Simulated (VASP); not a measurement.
# Be3CdO4 (R3m) in VASP: relaxation of cell and atoms with PBE

Aim: the relaxation of cell and atoms of Be3CdO4 with PBE.

Everything below comes from runs of VASP 6.6.1. Logs are shortened: lines on timing, memory, paths and dates and some standing lists are left out, and cuts for length are marked.

**1. The cell of the first run**

Symmetry: R3m, No. 160, trigonal system. Conventional cell: a = 5.627 Å, b = 5.627 Å, c = 8.590 Å, α = 90.00°, β = 90.00°, γ = 120.00°. Be (site symmetry m) has 2 Be at 1.65 Å and 3 O at 1.67 to 2.18 Å within 2.2 Å. Cd (site symmetry 3m) has 3 O at 1.53 Å within 2.0 Å. Within 2.2 Å of O (site symmetry 3m) lie 3 Be at 1.67 Å and 3 O at 1.87 Å. O (site symmetry m) has 1 Cd at 1.53 Å and 1 O at 1.87 Å within 2.0 Å.

The cell was generated, and may not be a known phase.

**2. Relaxation of cell and atoms, PBE**

Contents of INCAR:

```
SYSTEM = Be3CdO4
ALGO = Normal ; EDIFF = 1E-7
EDIFFG = -0.08 ; ENCUT = 700
GGA = PE ; GGA_COMPAT = .False.
IBRION = 2 ; ISIF = 3
ISMEAR = 0 ; LASPH = .True.
LCHARG = .False. ; LREAL = .False.
LWAVE = .False. ; NELM = 120
NELMIN = 4 ; NSW = 36
PREC = Accurate ; SIGMA = 0.15
```

Contents of KPOINTS:

```
k-points
0
Gamma
  3 3 3
  0 0 0
```

Contents of POSCAR:

```
Be3CdO4
1.0
    2.8135572200      1.6244080200      2.8634393600
   -2.8135572200      1.6244080200      2.8634393600
    0.0000000000     -3.2488160300      2.8634393600
Be Cd O
3 1 4
Direct
    0.4253477700      0.1316563300      0.4253477700
    0.4253477700      0.4253477700      0.1316563300
    0.1316563300      0.4253477700      0.4253477700
    0.7927732800      0.7927732800      0.7927732800
    0.1676570000      0.1676570000      0.1676570000
    0.9118810700      0.4499501600      0.9118810700
    0.9118810700      0.9118810700      0.4499501600
    0.4499501600      0.9118810700      0.9118810700
```

Potentials or basis: VASP PAW PBE potentials, release 64 (Be, Cd_sv_GW, O).

Run with:

```bash
$ cat potpaw_PBE.64/Be/POTCAR potpaw_PBE.64/Cd_sv_GW/POTCAR potpaw_PBE.64/O/POTCAR > POTCAR
$ mpirun -np 1 vasp_std > vasp.out
```

OUTCAR:

```text
SYSTEM = Be3CdO4
   EDIFF = 1E-7
   EDIFFG = -0.08
   ENCUT = 700
   GGA = PE
   IBRION = 2
   ISIF = 3
   ISMEAR = 0
   LASPH = .True.
   LREAL = .False.
   NELM = 120
   NELMIN = 4
   NSW = 36
   PREC = Accurate

 ion  position               nearest neighbor table
   1  0.425  0.132  0.425-   2 1.65   3 1.65   5 1.67
   2  0.425  0.425  0.132-   1 1.65   3 1.65   5 1.67
   3  0.132  0.425  0.425-   2 1.65   1 1.65   5 1.67
   4  0.793  0.793  0.793-   7 1.53   6 1.53   8 1.53
   5  0.168  0.168  0.168-   1 1.67   3 1.67   2 1.67   7 1.87   6 1.87   8 1.87
   6  0.912  0.450  0.912-   4 1.53   5 1.87
   7  0.912  0.912  0.450-   4 1.53   5 1.87
   8  0.450  0.912  0.912-   4 1.53   5 1.87

  LATTYP: Found a trigonal (rhomboedric) cell.
 ALAT       =     4.3305993366
 COS(alpha) =     0.1557997246

  Lattice vectors:

 A1 = (   2.8135572200,   1.6244080200,   2.8634393600)
 A2 = (  -2.8135572200,   1.6244080200,   2.8634393600)
 A3 = (   0.0000000000,  -3.2488160300,   2.8634393600)

Analysis of symmetry for initial positions (statically):
=====================================================================
 Subroutine PRICEL returns:
 Original cell was already a primitive cell.

 Routine SETGRP: Setting up the symmetry group for a
 trigonal (rhombohedral) supercell.

 Subroutine GETGRP returns: Found  6 space group operations
 (whereof  6 operations were pure point group operations)
 out of a pool of 12 trial point group operations.

The static configuration has the point symmetry C_3v.

Analysis of symmetry for dynamics (positions and initial velocities):
=====================================================================
 Subroutine PRICEL returns:
 Original cell was already a primitive cell.

 Routine SETGRP: Setting up the symmetry group for a
 trigonal (rhombohedral) supercell.

 Subroutine GETGRP returns: Found  6 space group operations
 (whereof  6 operations were pure point group operations)
 out of a pool of 12 trial point group operations.

The dynamic configuration has the point symmetry C_3v.

 Subroutine INISYM returns: Found  6 space group operations
 (whereof  6 operations are pure point group operations),
 and found     1 'primitive' translations

----------------------------------------------------------------------------------------

                                     Primitive cell

  volume of cell :      78.5218

  direct lattice vectors                    reciprocal lattice vectors
     2.813557220  1.624408020  2.863439360     0.177710976  0.102601480  0.116410125
    -2.813557220  1.624408020  2.863439360    -0.177710976  0.102601480  0.116410125
     0.000000000 -3.248816030  2.863439360     0.000000000 -0.205202960  0.116410125

  length of vectors
     4.330599337  4.330599337  4.330599331     0.235922809  0.235922809  0.235922809

  position of ions in fractional coordinates (direct lattice)
     0.425347770  0.131656330  0.425347770
     0.425347770  0.425347770  0.131656330
     0.131656330  0.425347770  0.425347770
     0.792773280  0.792773280  0.792773280
     0.167657000  0.167657000  0.167657000
     0.911881070  0.449950160  0.911881070
     0.911881070  0.911881070  0.449950160
     0.449950160  0.911881070  0.911881070

  ion indices of the primitive-cell ions
   primitive index   ion index
                 1           1
                 2           2
                 3           3
                 4           4
                 5           5
                 6           6
                 7           7
                 8           8

----------------------------------------------------------------------------------------

 KPOINTS: k-points

Automatic generation of k-mesh.
 Grid dimensions read from file:
 generate k-points for:    3    3    3

 Generating k-lattice:

  Cartesian coordinates                     Fractional coordinates (reciprocal lattice)
     0.059236992  0.034200493  0.038803375     0.333333333  0.000000000  0.000000000
    -0.059236992  0.034200493  0.038803375     0.000000000  0.333333333  0.000000000
     0.000000000 -0.068400987  0.038803375     0.000000000  0.000000000  0.333333333

  Length of vectors
     0.078640936  0.078640936  0.078640936

  Shift w.r.t. Gamma in fractional coordinates (k-lattice)
     0.000000000  0.000000000  0.000000000

 Subroutine IBZKPT returns following result:
 ===========================================

 Found      6 irreducible k-points:

 Following reciprocal coordinates:
            Coordinates               Weight
  0.000000  0.000000  0.000000      1.000000
  0.333333 -0.000000  0.000000      6.000000
  0.333333  0.333333  0.000000      6.000000
 -0.333333  0.333333  0.000000      6.000000
  0.333333  0.333333  0.333333      2.000000
 -0.333333  0.333333  0.333333      6.000000
   k-points           NKPTS =      6   k-points in BZ     NKDIM =      6   number of bands    NBANDS=     30
   number of dos      NEDOS =    301   number of ions     NIONS =      8
   total plane-waves  NPLWV =  64000
   dimension x,y,z NGX =    40 NGY =   40 NGZ =   40
   dimension x,y,z NGXF=    80 NGYF=   80 NGZF=   80
   ions per type =               3   1   4
   NGX,Y,Z   is equivalent  to a cutoff of  15.36, 15.36, 15.36 a.u.
   NGXF,Y,Z  is equivalent  to a cutoff of  30.71, 30.71, 30.71 a.u.
 SYSTEM =  Be3CdO4
   PREC   = accura    normal or accurate (medium, high low for compatibility)
   ISTART =      0    job   : 0-new  1-cont  2-samecut
   ICHARG =      2    charge: 1-file 2-atom 10-const
   ISPIN  =      1    spin polarized calculation?
   LNONCOLLINEAR =      F non collinear calculations
   LSORBIT =      F    spin-orbit coupling
   LASPH  =      T    aspherical Exc in radial PAW
   ENCUT  =  700.0 eV  51.45 Ry    7.17 a.u.   9.34  9.34  9.34*2*pi/ulx,y,z
   NELM   =    120;   NELMIN=  4; NELMDL= -5     # of ELM steps
   EDIFF  = 0.1E-06   stopping-criterion for ELM
   LREAL  =      F    real-space projection
   EDIFFG = -.8E-01   stopping-criterion for IOM
   NSW    =     36    number of steps for IOM
   IBRION =      2    ionic relax: 0-MD 1-quasi-New 2-CG
   NFREE  =      1    steps in history (QN), initial steepest desc. (CG)
   ISIF   =      3    stress and relaxation
   ISYM   =      2    0-nonsym 1-usesym 2-fastsym
   POTIM  = 0.5000    time-step for ionic-motion
   TEBEG  =    0.0;   TEEND  =   0.0 temperature during run
   PSTRESS=    0.0 pullay stress
   NELECT =      50.0000    total number of electrons
   NUPDOWN=      -1.0000    fix difference up-down
   EMIN   =  10.00;   EMAX   =-10.00  energy-range for DOS
   EFERMI =   0.00;   METHOD = LEGACY
   ISMEAR =     0;   SIGMA  =   0.15  broadening in eV -4-tet -1-fermi 0-gaus
   EFERMI_NEDOS =   21; number of points for ismear=-14 and -15
   IALGO  =     38    algorithm
   IMIX   =      4    mixing-type and parameters
     AMIX     =   0.40;   BMIX     =  1.00
     AMIX_MAG =   1.60;   BMIX_MAG =  1.00
  volume/ion in A,a.u.               =       9.82        66.24
  Fermi-wavevector in a.u.,A,eV,Ry     =   1.408428  2.661544 26.989479  1.983671
  Thomas-Fermi vector in A             =   2.530587
   LORBIT       =      0    0 simple, 1 ext, 2 COOP (PROOUT), +10 PAW based schemes
   GGA     = PE    functional components
   LHFCALC =     F    Hartree Fock is set to
   AEXX    =    0.0000 exact exchange contribution
   IVDW    =     0    specifies the selected vdW correction
   LEPSILON=     F    determine dielectric tensor
   LRPA    =     F    only Hartree local field effects (RPA)
 conjugate gradient relaxation of ions
 non-spin polarized calculation
 Gauss-broadening in eV      SIGMA  =   0.15
  energy-cutoff  :      700.00
  volume of cell :       78.52
 maximum number of plane-waves:      3313
 NGX is ok and might be reduce to    40
   NGX = 19   NGY = 19   NGZ = 19

--------------------------------------- Ionic step        1  -------------------------------------------

 number of electron      50.0000002 magnetization

 Free energy of the ion-electron system (eV)
  ---------------------------------------------------
  ext. energy  EPLUGINS =         0.00000000
  ---------------------------------------------------
  free energy    TOTEN  =       -11.34951960 eV

  energy without entropy =      -11.24642679  energy(sigma->0) =      -11.29797320

------------------------ aborting loop because EDIFF is reached ----------------------------------------

  FORCE on cell =-STRESS in cart. coord.  units (eV):
  Direction    XX          YY          ZZ          XY          YZ          ZX
  --------------------------------------------------------------------------------------
  -------------------------------------------------------------------------------------
  Total       84.4480141     84.4480139      3.3177951      0.0000000      0.0000000      0.0000000
  in kB     1723.0977151   1723.0977115     67.6970942      0.0000000      0.0000001      0.0000000
  external PRESSURE =    1171.2975069 kB  Pullay stress =       0.0000000 kB
[... 107 lines left out ...]
  FREE ENERGIE OF THE ION-ELECTRON SYSTEM (eV)
  ---------------------------------------------------
  free  energy   TOTEN  =       -23.1090225006 eV

  energy  without entropy=      -23.0342010927  energy(sigma->0) =      -23.07161180

 E-fermi :   4.3298     XC(G=0): -10.0995

 val. band max:        4.3141558682   @ k =  -0.3333   0.3333   0.0000
 cond. band min:       4.3310617997   @ k =   0.3333  -0.0000   0.0000
 fundamental gap:      0.0169059315
 Fermi energy:         4.3297680868

 k-point     1 :       0.0000    0.0000    0.0000
  band No.  band energies     occupation
      1     -98.0657      2.00000
      2     -59.1491      2.00000
      3     -59.1277      2.00000
      4     -59.1277      2.00000
      5     -19.9769      2.00000
      6     -14.4158      2.00000
[... 187 lines left out ...]
     29       6.8419      0.00000
     30       7.8090      0.00000

 E-fermi :   3.2497     XC(G=0): -10.0079

 val. band max:        2.3636223345   @ k =   0.3333   0.3333   0.3333
 cond. band min:       4.3926260063   @ k =   0.0000   0.0000   0.0000
 fundamental gap:      2.0290036719
 Fermi energy:         3.2497215989

 k-point     1 :       0.0000    0.0000    0.0000
  band No.  band energies     occupation
      1     -97.7357      2.00000
      2     -58.8450      2.00000
      3     -58.8450      2.00000
      4     -58.8078      2.00000
      5     -15.5321      2.00000
      6     -14.8006      2.00000
[... 187 lines left out ...]
     29      10.0971      0.00000
     30      11.0647      0.00000

 E-fermi :   2.7234     XC(G=0):  -9.7169

 val. band max:        1.8786820978   @ k =   0.3333   0.3333   0.3333
 cond. band min:       3.5934980670   @ k =   0.0000   0.0000   0.0000
 fundamental gap:      1.7148159692
 Fermi energy:         2.7233714259

 k-point     1 :       0.0000    0.0000    0.0000
  band No.  band energies     occupation
      1     -98.4192      2.00000
      2     -59.5305      2.00000
      3     -59.5305      2.00000
      4     -59.4664      2.00000
      5     -15.9911      2.00000
      6     -15.2188      2.00000
[... 187 lines left out ...]
     29       9.6883      0.00000
     30      11.1018      0.00000

[... ionic steps 4 to 20 ...]

--------------------------------------- Ionic step       21  -------------------------------------------

 number of electron      50.0000000 magnetization

------------------------ aborting loop because EDIFF is reached ----------------------------------------

  FORCE on cell =-STRESS in cart. coord.  units (eV):
  Direction    XX          YY          ZZ          XY          YZ          ZX
  --------------------------------------------------------------------------------------
  -------------------------------------------------------------------------------------
  Total        0.3333603      0.3333603      0.1655881      0.0000000      0.0000000      0.0000000
  in kB        5.8757574      5.8757574      2.9186299      0.0000000      0.0000000      0.0000000
  external PRESSURE =       4.8900483 kB  Pullay stress =       0.0000000 kB
[... 69 lines left out ...]
  energy  without entropy=      -48.3322875423  energy(sigma->0) =      -48.33228754

--------------------------------------- Ionic step       23  -------------------------------------------

 number of electron      49.9999994 magnetization

 Free energy of the ion-electron system (eV)
  ---------------------------------------------------
  ext. energy  EPLUGINS =         0.00000000
  ---------------------------------------------------
  free energy    TOTEN  =       -48.33501586 eV

  energy without entropy =      -48.33501586  energy(sigma->0) =      -48.33501586

 E-fermi :   2.5398     XC(G=0):  -9.6333

 val. band max:        1.7448442285   @ k =   0.3333   0.3333   0.3333
 cond. band min:       3.2918306719   @ k =   0.0000   0.0000   0.0000
 fundamental gap:      1.5469864434
 Fermi energy:         2.5397745722

 k-point     1 :       0.0000    0.0000    0.0000
  band No.  band energies     occupation
      1     -98.6308      2.00000
      2     -59.7454      2.00000
      3     -59.7454      2.00000
      4     -59.6659      2.00000
      5     -16.0620      2.00000
      6     -15.3291      2.00000
[... 222 lines left out ...]
  FREE ENERGIE OF THE ION-ELECTRON SYSTEM (eV)
  ---------------------------------------------------
  free  energy   TOTEN  =       -48.3350158554 eV

  energy  without entropy=      -48.3350158554  energy(sigma->0) =      -48.33501586

 reached required accuracy - stopping structural energy minimisation
```

Run time: 9.7 min. Hardware: 1 thread of Intel Xeon Platinum 8375C at 2.90GHz (Ice Lake), shared host; peak memory 0.27 GiB.

Results:

| Item | Value |
| --- | --- |
| Free energy | -48.3350 eV |
| Relaxed volume | 11.41 Å³/atom |
| Relaxed cell | a = 4.663 Å, b = 4.663 Å, c = 4.663 Å, α = 73.82°, β = 73.82°, γ = 73.82° |
| Space group after relaxing (to 0.1 Å) | R3m (No. 160) |
| Pressure after relaxing | -0.2 GPa |
| Largest force after relaxing | 0.061 eV/Å |
| Band gap on the k mesh | 1.55 eV (least direct gap 1.73 eV) |

Forces in eV/Å, atoms in the order of the input:
```
Be  -0.032  0.019  0.030
Be   0.000 -0.037  0.030
Be   0.032  0.019  0.030
Cd   0.000  0.000 -0.015
O    0.000  0.000  0.052
O    0.038 -0.022 -0.042
O    0.000  0.044 -0.042
O   -0.038 -0.022 -0.042
```

Final structure:
```
Be Cd O
1.0
     2.80078    1.61703    3.35972
    -2.80078    1.61703    3.35972
     0.00000   -3.23407    3.35972
Be Cd O
3 1 4
Direct
  0.49458 0.99705 0.49458
  0.49458 0.49458 0.99705
  0.99705 0.49458 0.49458
  0.88138 0.88138 0.88138
  0.32361 0.32361 0.32361
  0.82708 0.37114 0.82708
  0.82708 0.82708 0.37114
  0.37114 0.82708 0.82708
```

Caveat: the k points lie up to 0.48 Å⁻¹ apart in the final cell; the volume moved by over 15 % at a fixed basis, so the end points are rough; the relaxation stopped at a loose force limit of 0.08 eV/Å, so its end isn't a converged minimum. A k mesh can miss the band edges.
